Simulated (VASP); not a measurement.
# Sc3BP2 (P-3m1) in VASP: relaxation of cell and atoms with PBE

Aim: the relaxation of cell and atoms of Sc3BP2 with PBE.

All numbers are computed with VASP 6.6.1; they aren't measurements. Logs are shortened: lines on timing, memory, paths and dates and some standing lists are left out, and cuts for length are marked.

## 1. The cell of the first run

The structure is trigonal, space group P-3m1 (No. 164). Conventional cell: a = 3.653 Å, b = 3.653 Å, c = 9.079 Å, α = 90.00°, β = 90.00°, γ = 120.00°. Sc (site symmetry 3m) has 3 B at 2.54 Å and 3 P at 2.62 Å within 3.4 Å. Sc (site symmetry -3m) has 6 P at 2.63 Å within 3.5 Å. B (site symmetry -3m) has 6 Sc at 2.54 Å within 3.4 Å. Within 3.5 Å of P (site symmetry 3m) lie 6 Sc at 2.62 to 2.63 Å.

## 2. Relaxation of cell and atoms, PBE

Contents of INCAR:

```
PREC = Accurate
ENCUT = 600
EDIFF = 1E-6
ISMEAR = 0
SIGMA = 0.1
LREAL = False
LASPH = True
NELM = 60
ALGO = Normal
ISIF = 3
LWAVE = False
LCHARG = False
GGA = PE
IBRION = 2
NSW = 100
EDIFFG = -0.01
```

Contents of KPOINTS:

```
regular mesh
0
Gamma
  12 12 4
```

Contents of POSCAR:

```
Sc3BP2
1.0
    3.6532917155      0.0000000000      0.0000000000
   -1.8266458578      3.1638434331      0.0000000000
    0.0000000000      0.0000000000      9.0793025428
Sc B P
3 1 2
Direct
    0.6666666667      0.3333333333      0.8435625543
    0.3333333333      0.6666666667      0.1564374457
    0.0000000000      0.0000000000      0.5000000000
    0.0000000000      0.0000000000      0.0000000000
    0.3333333333      0.6666666667      0.6728685927
    0.6666666667      0.3333333333      0.3271314073
```

Potentials or basis: VASP PAW PBE potentials, release 64 (Sc_sv, B, P).

Launch:

```
$ cat potpaw_PBE.64/Sc_sv/POTCAR potpaw_PBE.64/B/POTCAR potpaw_PBE.64/P/POTCAR > POTCAR
$ mpirun -np 1 vasp_std > vasp.out
```

OUTCAR:

```text
PREC = Accurate
   ENCUT = 600
   EDIFF = 1E-6
   ISMEAR = 0
   LREAL = False
   LASPH = True
   NELM = 60
   ISIF = 3
   GGA = PE
   IBRION = 2
   NSW = 100
   EDIFFG = -0.01

 ion  position               nearest neighbor table
   1  0.667  0.333  0.844-   4 2.54   4 2.54   4 2.54   5 2.62   5 2.62   5 2.62
   2  0.333  0.667  0.156-   4 2.54   4 2.54   4 2.54   6 2.62   6 2.62   6 2.62
   3  0.000  0.000  0.500-   5 2.63   6 2.63   6 2.63   5 2.63   6 2.63   5 2.63
   4  0.000  0.000  0.000-   1 2.54   2 2.54   1 2.54   2 2.54   1 2.54   2 2.54
   5  0.333  0.667  0.673-   1 2.62   1 2.62   1 2.62   3 2.63   3 2.63   3 2.63
   6  0.667  0.333  0.327-   2 2.62   2 2.62   2 2.62   3 2.63   3 2.63   3 2.63

  LATTYP: Found a hexagonal cell.
 ALAT       =     3.6532917155
 C/A-ratio  =     2.4852388612

  Lattice vectors:

 A1 = (   3.6532917155,   0.0000000000,   0.0000000000)
 A2 = (  -1.8266458578,   3.1638434331,   0.0000000000)
 A3 = (   0.0000000000,   0.0000000000,   9.0793025428)

Analysis of symmetry for initial positions (statically):
=====================================================================
 Subroutine PRICEL returns:
 Original cell was already a primitive cell.

 Routine SETGRP: Setting up the symmetry group for a
 hexagonal supercell.

 Subroutine GETGRP returns: Found 12 space group operations
 (whereof 12 operations were pure point group operations)
 out of a pool of 24 trial point group operations.

The static configuration has the point symmetry D_3d.

Analysis of symmetry for dynamics (positions and initial velocities):
=====================================================================
 Subroutine PRICEL returns:
 Original cell was already a primitive cell.

 Routine SETGRP: Setting up the symmetry group for a
 hexagonal supercell.

 Subroutine GETGRP returns: Found 12 space group operations
 (whereof 12 operations were pure point group operations)
 out of a pool of 24 trial point group operations.

The dynamic configuration has the point symmetry D_3d.

 Subroutine INISYM returns: Found 12 space group operations
 (whereof 12 operations are pure point group operations),
 and found     1 'primitive' translations

----------------------------------------------------------------------------------------

                                     Primitive cell

  volume of cell :     104.9426

  direct lattice vectors                    reciprocal lattice vectors
     3.653291715  0.000000000  0.000000000     0.273725746  0.158035633  0.000000000
    -1.826645858  3.163843433  0.000000000     0.000000000  0.316071266  0.000000000
     0.000000000  0.000000000  9.079302543     0.000000000  0.000000000  0.110140619

  length of vectors
     3.653291715  3.653291716  9.079302543     0.316071266  0.316071266  0.110140619

  position of ions in fractional coordinates (direct lattice)
     0.666666667  0.333333333  0.843562554
     0.333333333  0.666666667  0.156437446
     0.000000000  0.000000000  0.500000000
     0.000000000  0.000000000  0.000000000
     0.333333333  0.666666667  0.672868593
     0.666666667  0.333333333  0.327131407

  ion indices of the primitive-cell ions
   primitive index   ion index
                 1           1
                 2           2
                 3           3
                 4           4
                 5           5
                 6           6

----------------------------------------------------------------------------------------

 KPOINTS: regular mesh

Automatic generation of k-mesh.
 Grid dimensions read from file:
 generate k-points for:   12   12    4

 Generating k-lattice:

  Cartesian coordinates                     Fractional coordinates (reciprocal lattice)
     0.022810479  0.013169636  0.000000000     0.083333333 -0.000000000  0.000000000
     0.000000000  0.026339272  0.000000000     0.000000000  0.083333333  0.000000000
     0.000000000  0.000000000  0.027535155     0.000000000  0.000000000  0.250000000

  Length of vectors
     0.026339272  0.026339272  0.027535155

  Shift w.r.t. Gamma in fractional coordinates (k-lattice)
     0.000000000  0.000000000  0.000000000

 Subroutine IBZKPT returns following result:
 ===========================================

 Found     69 irreducible k-points:

 Following reciprocal coordinates:
            Coordinates               Weight
  0.000000  0.000000  0.000000      1.000000
  0.083333  0.000000  0.000000      6.000000
  0.166667 -0.000000  0.000000      6.000000
  0.250000 -0.000000  0.000000      6.000000
  0.333333 -0.000000  0.000000      6.000000
  0.416667  0.000000  0.000000      6.000000
[... 16 lines left out ...]
  0.166667 -0.000000  0.250000      6.000000
  0.000000  0.166667  0.250000      6.000000
 [... further k-points ...]
   k-points           NKPTS =     69   k-points in BZ     NKDIM =     69   number of bands    NBANDS=     27
   number of dos      NEDOS =    301   number of ions     NIONS =      6
   total plane-waves  NPLWV =  72000
   dimension x,y,z NGX =    30 NGY =   30 NGZ =   80
   dimension x,y,z NGXF=    60 NGYF=   60 NGZF=  160
   ions per type =               3   1   2
   NGX,Y,Z   is equivalent  to a cutoff of  13.65, 13.65, 14.65 a.u.
   NGXF,Y,Z  is equivalent  to a cutoff of  27.30, 27.30, 29.30 a.u.
 SYSTEM =  unknown system
   PREC   = accura    normal or accurate (medium, high low for compatibility)
   ISTART =      0    job   : 0-new  1-cont  2-samecut
   ICHARG =      2    charge: 1-file 2-atom 10-const
   ISPIN  =      1    spin polarized calculation?
   LNONCOLLINEAR =      F non collinear calculations
   LSORBIT =      F    spin-orbit coupling
   LASPH  =      T    aspherical Exc in radial PAW
   ENCUT  =  600.0 eV  44.10 Ry    6.64 a.u.   7.30  7.30 18.13*2*pi/ulx,y,z
   NELM   =     60;   NELMIN=  2; NELMDL= -5     # of ELM steps
   EDIFF  = 0.1E-05   stopping-criterion for ELM
   LREAL  =      F    real-space projection
   EDIFFG = -.1E-01   stopping-criterion for IOM
   NSW    =    100    number of steps for IOM
   IBRION =      2    ionic relax: 0-MD 1-quasi-New 2-CG
   NFREE  =      1    steps in history (QN), initial steepest desc. (CG)
   ISIF   =      3    stress and relaxation
   ISYM   =      2    0-nonsym 1-usesym 2-fastsym
   POTIM  = 0.5000    time-step for ionic-motion
   TEBEG  =    0.0;   TEEND  =   0.0 temperature during run
   PSTRESS=    0.0 pullay stress
   NELECT =      46.0000    total number of electrons
   NUPDOWN=      -1.0000    fix difference up-down
   EMIN   =  10.00;   EMAX   =-10.00  energy-range for DOS
   EFERMI =   0.00;   METHOD = LEGACY
   ISMEAR =     0;   SIGMA  =   0.10  broadening in eV -4-tet -1-fermi 0-gaus
   EFERMI_NEDOS =   21; number of points for ismear=-14 and -15
   IALGO  =     38    algorithm
   IMIX   =      4    mixing-type and parameters
     AMIX     =   0.40;   BMIX     =  1.00
     AMIX_MAG =   1.60;   BMIX_MAG =  1.00
  volume/ion in A,a.u.               =      17.49       118.03
  Fermi-wavevector in a.u.,A,eV,Ry     =   1.243589  2.350042 21.041591  1.546513
  Thomas-Fermi vector in A             =   2.377893
   LORBIT       =      0    0 simple, 1 ext, 2 COOP (PROOUT), +10 PAW based schemes
   GGA     = PE    functional components
   LHFCALC =     F    Hartree Fock is set to
   AEXX    =    0.0000 exact exchange contribution
   IVDW    =     0    specifies the selected vdW correction
   LEPSILON=     F    determine dielectric tensor
   LRPA    =     F    only Hartree local field effects (RPA)
 conjugate gradient relaxation of ions
 non-spin polarized calculation
 Gauss-broadening in eV      SIGMA  =   0.10
  energy-cutoff  :      600.00
  volume of cell :      104.94
 maximum number of plane-waves:      3534
 NGX is ok and might be reduce to    30
   NGX = 15   NGY = 15   NGZ = 37

--------------------------------------- Ionic step        1  -------------------------------------------

 number of electron      46.0000000 magnetization

 Free energy of the ion-electron system (eV)
  ---------------------------------------------------
  ext. energy  EPLUGINS =         0.00000000
  ---------------------------------------------------
  free energy    TOTEN  =       -41.54632094 eV

  energy without entropy =      -41.52580766  energy(sigma->0) =      -41.53606430

------------------------ aborting loop because EDIFF is reached ----------------------------------------

  FORCE on cell =-STRESS in cart. coord.  units (eV):
  Direction    XX          YY          ZZ          XY          YZ          ZX
  --------------------------------------------------------------------------------------
  -------------------------------------------------------------------------------------
  Total       -0.0568226     -0.0568226      0.3149760      0.0000000      0.0000000     -0.0000000
  in kB       -0.8675213     -0.8675213      4.8087938      0.0000000      0.0000000     -0.0000000
  external PRESSURE =       1.0245837 kB  Pullay stress =       0.0000000 kB
[... 265 lines left out ...]
  energy  without entropy=      -41.5394232918  energy(sigma->0) =      -41.54698468

--------------------------------------- Ionic step        8  -------------------------------------------

 number of electron      45.9999994 magnetization

 Free energy of the ion-electron system (eV)
  ---------------------------------------------------
  ext. energy  EPLUGINS =         0.00000000
  ---------------------------------------------------
  free energy    TOTEN  =       -41.55469866 eV

  energy without entropy =      -41.53955923  energy(sigma->0) =      -41.54712895

 E-fermi :   4.7531     XC(G=0): -10.5709

 val. band max:        4.7494339880   @ k =   0.3333  -0.0000   0.2500
 cond. band min:       4.7824731206   @ k =   0.0000   0.0000   0.5000
 fundamental gap:      0.0330391327
 Fermi energy:         4.7530826304

 k-point     1 :       0.0000    0.0000    0.0000
  band No.  band energies     occupation
      1     -44.0579      2.00000
      2     -43.8442      2.00000
      3     -43.8354      2.00000
      4     -22.7472      2.00000
      5     -22.6587      2.00000
      6     -22.6587      2.00000
[... 709 lines left out ...]
     26       7.0733      0.00000
     27       7.2260      0.00000

 [... further k-points ...]

------------------------ aborting loop because EDIFF is reached ----------------------------------------

  FORCE on cell =-STRESS in cart. coord.  units (eV):
  Direction    XX          YY          ZZ          XY          YZ          ZX
  --------------------------------------------------------------------------------------
  -------------------------------------------------------------------------------------
  Total       -0.0025300     -0.0025300      0.0072382      0.0000000     -0.0000000     -0.0000000
  in kB       -0.0385246     -0.0385246      0.1102176      0.0000000     -0.0000000     -0.0000000
  external PRESSURE =       0.0110561 kB  Pullay stress =       0.0000000 kB
[... 21 lines left out ...]
  FREE ENERGIE OF THE ION-ELECTRON SYSTEM (eV)
  ---------------------------------------------------
  free  energy   TOTEN  =       -41.5546986583 eV

  energy  without entropy=      -41.5395592329  energy(sigma->0) =      -41.54712895

 reached required accuracy - stopping structural energy minimisation
```

Run time: 12 min. Hardware: 1 thread of Intel Xeon 6975P-C (Granite Rapids), shared host; peak memory 0.42 GiB.

Results:

```
Free energy                           : -41.5547 eV
Relaxed volume                        : 17.54 Å³/atom
Relaxed cell                          : a = 3.643 Å, b = 3.643 Å, c = 9.154 Å, α = 90.00°, β = 90.00°, γ = 120.00°
Space group after relaxing (to 0.1 Å) : P-3m1 (No. 164)
Energy gained by relaxing             : 1.4 meV/atom
Ionic steps                           : 8
Pressure after relaxing               : 0.0 GPa
Largest force after relaxing          : 0.004 eV/Å
Band gap on the k mesh                : zero (bands 23 and 24 overlap by 2.06 eV)
```

Forces on the atoms (eV/Å):
```
Sc   0.000  0.000  0.004
Sc   0.000  0.000 -0.004
Sc   0.000  0.000  0.000
B    0.000  0.000  0.000
P    0.000  0.000  0.002
P    0.000  0.000 -0.002
```

The path:
```
step  energy change (eV)  largest force (eV/Å)  pressure (GPa)  volume (Å³)
   1              0.0000                0.2296            0.10       104.94
   2             -0.0047                0.1298           -0.01       105.11
   3             -0.0067                0.1028           -0.11       105.30
   4             -0.0067                0.1085           -0.12       105.31
   5             -0.0079                0.0606            0.08       105.11
   6             -0.0081                0.0270            0.23       104.97
   7             -0.0082                0.0228           -0.17       105.41
   8             -0.0084                0.0036            0.00       105.22
```

Final structure:
```
Sc B P
1.0
     3.64315    0.00000    0.00000
    -1.82157    3.15506    0.00000
     0.00000    0.00000    9.15394
Sc B P
3 1 2
Direct
  0.66667 0.33333 0.84021
  0.33333 0.66667 0.15979
  0.00000 0.00000 0.50000
  0.00000 0.00000 0.00000
  0.33333 0.66667 0.67169
  0.66667 0.33333 0.32831
```

The gap in the log of VASP goes by the Fermi energy; the results here count the filled bands.